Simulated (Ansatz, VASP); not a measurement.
# Two plane-wave programs on Cd

```
CELL_PARAMETERS angstrom
3.01795 0.00000 0.00000
-1.50898 2.61362 0.00000
0.00000 0.00000 5.97413
ATOMIC_POSITIONS crystal
Cd 0.33333 0.66667 0.25000
Cd 0.66667 0.33333 0.75000
```

Alike in both runs: task single point; functional RPBE; k mesh 19 × 19 × 9; occupations fermi-dirac, width 0.1 eV; no spin polarisation.

|  | VASP | Ansatz |
| --- | --- | --- |
| version | VASP 6.6.1 | Ansatz 0.2.0 |
| potentials or method | VASP PAW PBE potentials, release 64 (Cd), cutoff 520 eV | plane waves (420 eV) with PAW, scalar-relativistic |
| valence electrons in the cell | 24 | 40 |

VASP gave:

- pressure (GPa): 1.9
- traceless stress, the component that is largest in VASP (GPa): -1.06

Q: What did Ansatz give for the same quantities?

A: Pressure (GPa): 1.7; traceless stress, the component that is largest in VASP (GPa): -0.93.

VASP's potentials were made for PBE, not for RPBE. The functional is the same, so the differences come from potentials, cutoffs and numerics. VASP's potentials hold 24 valence electrons a cell and Ansatz's 40, so a difference there can come from the potentials and not from the codes.
